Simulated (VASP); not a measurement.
# Co (P6_3/mmc) in VASP: a series of runs, part 2 of 2

VASP 6.6.1.

## (3) Electric field gradients, PBE, collinear spin, ferromagnetic start

This run uses another cell than the first one, of 11.08 Å³/atom.

The input, INCAR:

```
ALGO     = Normal         # electronic algorithm
EDIFF    = 1E-8           # SCF threshold, eV
ENCUT    = 520            # plane-wave cutoff, eV
GGA      = PE             # functional
ISIF     = 2              # what is computed and relaxed
ISMEAR   = 0              # smearing method
ISPIN    = 2              # spin polarisation
LASPH    = True           # aspherical terms in the spheres
LCHARG   = False          # write CHGCAR
LEFG     = True         
LMAXMIX  = 4              # l up to which the mixer works
LORBIT   = 11             # projections on sites
LREAL    = False          # projectors in reciprocal space
LWAVE    = False          # write WAVECAR
MAGMOM   = 1.85 1.85      # initial moments
NBANDS   = 20             # bands
NELM     = 150            # most SCF steps
PREC     = Accurate       # precision mode
SIGMA    = 0.05           # smearing width, eV
```

The input, KPOINTS:

```
k-points
0
Gamma
  20 20 12
```

The input, POSCAR:

```
Co
1.0
    2.5074000000      0.0000000000      0.0000000000
   -1.2537000000      2.1714720974      0.0000000000
    0.0000000000      0.0000000000      4.0699000000
Co
2
Direct
    0.3333333333      0.6666666667      0.2500000000
    0.6666666667      0.3333333333      0.7500000000
```

Potentials or basis: VASP PAW PBE potentials, release 64 (Co).

The run is started by

```
$ cat potpaw_PBE.64/Co/POTCAR > POTCAR
$ mpirun -np 1 vasp_std > vasp.out
```

OUTCAR:

```text
EDIFF = 1E-8
   ENCUT = 520
   GGA = PE
   ISIF = 2
   ISMEAR = 0
   ISPIN = 2
   LASPH = True
   LORBIT = 11
   LREAL = False
   NELM = 150
   PREC = Accurate

 ion  position               nearest neighbor table
   1  0.333  0.667  0.250-   2 2.50   2 2.50   2 2.50   2 2.50   2 2.50   2 2.50
   2  0.667  0.333  0.750-   1 2.50   1 2.50   1 2.50   1 2.50   1 2.50   1 2.50

  LATTYP: Found a hexagonal cell.
 ALAT       =     2.5074000000
 C/A-ratio  =     1.6231554598

  Lattice vectors:

 A1 = (   2.5074000000,   0.0000000000,   0.0000000000)
 A2 = (  -1.2537000000,   2.1714720974,   0.0000000000)
 A3 = (   0.0000000000,   0.0000000000,   4.0699000000)

Analysis of symmetry for initial positions (statically):
=====================================================================
 Subroutine PRICEL returns:
 Original cell was already a primitive cell.

 Routine SETGRP: Setting up the symmetry group for a
 hexagonal supercell.

 Subroutine GETGRP returns: Found 24 space group operations
 (whereof 12 operations were pure point group operations)
 out of a pool of 24 trial point group operations.

The static configuration has the point symmetry D_3d.
 The point group associated with its full space group is D_6h.

Analysis of symmetry for dynamics (positions and initial velocities):
=====================================================================
 Subroutine PRICEL returns:
[... 1296 lines left out ...]
  Direction    XX          YY          ZZ          XY          YZ          ZX
  --------------------------------------------------------------------------------------
  -------------------------------------------------------------------------------------
  Total       -0.6204264     -0.6204264     -0.7902070     -0.0000000     -0.0000000     -0.0000000
  in kB      -44.8579287    -44.8579287    -57.1333709     -0.0000000     -0.0000000     -0.0000000
  external PRESSURE =     -48.9497428 kB  Pullay stress =       0.0000000 kB

 VOLUME and BASIS-vectors are now :
 -----------------------------------------------------------------------------
  energy-cutoff  :      520.00
  volume of cell :       22.16
      direct lattice vectors                 reciprocal lattice vectors
     2.507400000  0.000000000  0.000000000     0.398819494  0.230258542  0.000000000
    -1.253700000  2.171472097  0.000000000     0.000000000  0.460517085  0.000000000
     0.000000000  0.000000000  4.069900000     0.000000000  0.000000000  0.245706283

 POSITION                                       TOTAL-FORCE (eV/Angst)
 -----------------------------------------------------------------------------------
     -0.00000      1.44765      1.01747        -0.000000      0.000000      0.000000
      1.25370      0.72382      3.05242         0.000000     -0.000000      0.000000
 -----------------------------------------------------------------------------------
    total drift:                                0.000000      0.000000     -0.000000

  FREE ENERGIE OF THE ION-ELECTRON SYSTEM (eV)
  ---------------------------------------------------
  free  energy   TOTEN  =       -14.0645417702 eV

  energy  without entropy=      -14.0619167122  energy(sigma->0) =      -14.06322924

 Electric field gradients (V/A^2)
---------------------------------------------------------------------
 ion       V_xx      V_yy      V_zz      V_xy      V_xz      V_yz
---------------------------------------------------------------------
   1       1.229     1.228    -2.457    -0.001     0.000    -0.000
   2       1.229     1.228    -2.457    -0.001    -0.000     0.000
---------------------------------------------------------------------

 Electric field gradients after diagonalization (V/A^2)
 (convention: |V_zz| > |V_xx| > |V_yy|)
----------------------------------------------------------------------
 ion       V_xx      V_yy      V_zz     asymmetry (V_yy - V_xx)/ V_zz
----------------------------------------------------------------------
   1       1.230     1.228    -2.457       0.001
   2       1.230     1.228    -2.457       0.001
----------------------------------------------------------------------

           NMR quadrupolar parameters

 Cq : quadrupolar parameter    Cq=e*Q*V_zz/h
 eta: asymmetry parameters     (V_yy - V_xx)/ V_zz
 Q  : nuclear electric quadrupole moment in mb (millibarn)
----------------------------------------------------------------------
 ion       Cq(MHz)       eta       Q (mb)
----------------------------------------------------------------------
   1      -0.006       0.001       1.000
   2      -0.006       0.001       1.000
----------------------------------------------------------------------

 total charge

# of ion       s       p       d       tot
------------------------------------------
    1        0.480   0.502   7.251   8.233
    2        0.480   0.502   7.251   8.233
--------------------------------------------------
tot          0.959   1.004  14.503  16.466

 magnetization (x)

# of ion       s       p       d       tot
------------------------------------------
    1       -0.015  -0.054   1.705   1.636
    2       -0.015  -0.054   1.705   1.636
--------------------------------------------------
tot         -0.030  -0.108   3.409   3.271
```

stdout:

```text
POSCAR found type information on POSCAR Co
 POSCAR found :  1 types and       2 ions
 scaLAPACK will be used
 LDA part: xc-table for (Slater+PW92), standard interpolation
 POSCAR, INCAR and KPOINTS ok, starting setup
 FFT: planning ... GRIDC
 FFT: planning ... GRID_SOFT
 FFT: planning ... GRID
 WAVECAR not read
 entering main loop
ion   1

ion   2
```

Run time: 5.3 min. Hardware: 1 thread of Oxide Virtual Turin-like, shared host; peak memory 0.26 GiB.

Results:

```yaml
Free_energy: -14.0645 eV
Pressure: -4.9 GPa
Net_moment: 3.22 μB per cell
Site_moments: Co +1.64 μB
Largest_electric_field_gradient_by_atom: Co -2.5 V/Å²
Valence_electrons_inside_the_program's_atomic_spheres: Co 8.23
```

Levels at points of the mesh, in eV from the Fermi level:
Spin up:
```tsv
k point	band 9	band 10	band 11	band 12	band 13	band 14
(0.00, 0.00, 0.00)	-1.91	-0.86	-0.86	-0.10	6.12	21.85
(0.50, 0.00, 0.00)	-0.65	-0.58	1.26	3.22	9.50	10.12
(0.00, 0.00, 0.50)	-1.16	-1.16	-1.16	-1.16	14.69	14.69
(0.50, 0.00, 0.50)	-0.63	-0.63	1.57	1.57	7.08	7.08
```
Spin down:
```tsv
k point	band 5	band 6	band 7	band 8	band 9	band 10
(0.00, 0.00, 0.00)	-0.92	-0.57	-0.57	-0.18	-0.14	-0.14
(0.50, 0.00, 0.00)	-1.05	-1.00	-0.60	1.16	1.27	1.32
(0.00, 0.00, 0.50)	-0.97	-0.97	-0.97	-0.97	0.70	0.70
(0.50, 0.00, 0.50)	-0.04	-0.04	0.25	0.25	1.25	1.25
```

Electric field gradients, principal values (V/Å²):
```csv
atom,least,middle,greatest (by size)
1 Co,1.228,1.230,-2.457
2 Co,1.228,1.230,-2.457
```

Caveat: the cell stands under tension; without QUAD_EFG the Cq values of the log hold for a quadrupole moment of 1 mb, not for the nuclei.
